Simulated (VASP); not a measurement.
Cl, 1 atom in the cell. Symmetry: C2/m, No. 12, monoclinic system. The conventional cell has a = 4.115 Å, b = 6.099 Å, c = 2.326 Å, α = 90.00°, β = 124.00°, γ = 90.00°. Within 3.1 Å of Cl (site symmetry 2/m) lie 2 Cl at 2.33 Å.  This cell differs from its parent crystal: I replaced by Cl, lengths x 0.840, strained.

| Property | Result |
| --- | --- |
| Program | VASP 6.6.1 |
| Task | single point |
| Functional | PBEsol |
| Potentials or basis | VASP PAW PBE potentials, release 64 (Cl) |
| Cutoff | 520 eV |
| k mesh | 14 × 14 × 22 |
| Occupations | gaussian, width 0.1 eV |
| Spin | no spin polarisation |
| Dipole correction | no |
| Further INCAR settings | ALGO = Normal; EDIFF = 1e-07; NBANDS = 10 |

Potentials or basis: VASP PAW PBE potentials, release 64 (Cl).

Command:

```sh
$ cat potpaw_PBE.64/Cl/POTCAR > POTCAR
$ mpirun -np 1 vasp_std > vasp.out
```

Hardware: 1 thread of AMD EPYC 9R45 96-Core Processor (Zen 5), on a shared host.

Problem. How long does it take, and how much memory?

Solution. It took 90 s on 1 thread of AMD EPYC 9R45 96-Core Processor (Zen 5) (shared host), peak memory 0.29 GiB. Counts: scf iterations 12, k points 1164.
